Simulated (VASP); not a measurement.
## SrH12Br2O6: electric field gradients with PBE

Crystal: SrH12Br2O6.

```
Sr H Br O
1.0
     8.20400    0.00000    0.00000
    -4.10200    7.10487    0.00000
     0.00000    0.00000    4.15900
Sr H Br O
1 12 2 6
Direct
  0.00000 0.00000 0.00000
  0.07300 0.39000 0.84000
  0.61000 0.68300 0.84000
  0.31700 0.92700 0.84000
  0.39000 0.07300 0.16000
  0.68300 0.61000 0.16000
  0.92700 0.31700 0.16000
  0.31500 0.23600 0.46000
  0.76400 0.07900 0.46000
  0.92100 0.68500 0.46000
  0.23600 0.31500 0.54000
  0.07900 0.76400 0.54000
  0.68500 0.92100 0.54000
  0.33333 0.66667 0.55950
  0.66667 0.33333 0.44050
  0.78740 0.00000 0.50000
  0.00000 0.78740 0.50000
  0.21260 0.21260 0.50000
  0.31120 0.00000 0.00000
  0.00000 0.31120 0.00000
  0.68880 0.68880 0.00000
```

```json
{"Program": "VASP 6.6.1", "Task": "electric field gradients", "Functional": "PBE", "Potentials or basis": "VASP PAW PBE potentials, release 64 (Sr_sv, H, Br, O)", "Cutoff": "520 eV", "k mesh": "3 × 3 × 5", "Occupations": "fermi-dirac, width 0.02 eV", "Spin": "no spin polarisation", "Dipole correction": "no", "Further INCAR settings": "LREAL = Auto; ALGO = Normal; EDIFF = 1e-08; NBANDS = 52"}
```

* Pressure: 27.1 GPa
* Largest force: 25.377 eV/Å
* Band gap on the k mesh: 3.67 eV
* Largest electric field gradient by atom: Sr +30.4; H +60.7, +153.2, +153.1 (each value once); Br -137.8; O -103.8, +163.3 (each value once) V/Å²

Forces on the atoms (eV/Å):
```
Sr    0.000   0.000   0.000
H     0.043   3.515  -1.900
H    -3.065  -1.720  -1.900
H     3.023  -1.794  -1.900
H     3.023   1.794   1.900
H     0.043  -3.515   1.900
H    -3.065   1.720   1.900
H    20.557   2.972  -4.433
H   -12.853  16.317  -4.433
H    -7.705 -19.289  -4.433
H    -7.705  19.289   4.433
H    20.557  -2.972   4.433
H   -12.853 -16.317   4.433
Br    0.000   0.000   0.116
Br    0.000   0.000  -0.116
O    25.377   0.000   0.000
O   -12.689  21.977   0.000
O   -12.689 -21.977   0.000
O    -5.614   0.000   0.000
O     2.807  -4.862   0.000
O     2.807   4.862   0.000
```

Stress tensor (GPa, compression positive):
```
35.36  0.00  0.00
 0.00 35.36  0.00
 0.00  0.00 10.59
```

Levels at points of the mesh, in eV from the valence-band top:
```csv
k point,band 33,band 34,band 35,band 36,band 37,band 38,band 39,band 40
"(0.00, 0.00, 0.00)",-0.87,-0.87,-0.04,0.00,3.67,5.89,5.89,6.20
```

Electric field gradients, principal values (V/Å²):
| atom | least | middle | greatest (by size) |
| --- | --- | --- | --- |
| 1 Sr | -15.179 | -15.181 | 30.360 |
| 2 H | -27.829 | -32.890 | 60.719 |
| 3 H | -27.828 | -32.889 | 60.717 |
| 4 H | -27.828 | -32.890 | 60.718 |
| 5 H | -27.829 | -32.890 | 60.719 |
| 6 H | -27.828 | -32.889 | 60.717 |
| 7 H | -27.828 | -32.890 | 60.718 |
| 8 H | -71.563 | -81.587 | 153.150 |
| 9 H | -71.568 | -81.585 | 153.153 |
| 10 H | -71.559 | -81.583 | 153.142 |
| 11 H | -71.563 | -81.587 | 153.150 |
| 12 H | -71.568 | -81.585 | 153.153 |
| 13 H | -71.559 | -81.583 | 153.142 |
| 14 Br | 68.906 | 68.906 | -137.812 |
| 15 Br | 68.906 | 68.906 | -137.812 |
| 16 O | 16.078 | 87.738 | -103.816 |
| 17 O | 16.078 | 87.738 | -103.816 |
| 18 O | 16.079 | 87.737 | -103.816 |
| 19 O | -36.408 | -126.919 | 163.326 |
| 20 O | -36.408 | -126.919 | 163.326 |
| 21 O | -36.405 | -126.921 | 163.325 |

It took 3.4 min on 1 thread of Intel(R) Xeon(R) Platinum 8488C (Sapphire Rapids), with other jobs on the host, peak memory 0.39 GiB.

Caveat: the cell stands under pressure; without QUAD_EFG the Cq values of the log hold for a quadrupole moment of 1 mb, not for the nuclei; forces of over 1 eV/Å act on the atoms, so gaps and moduli don't describe the material at rest.
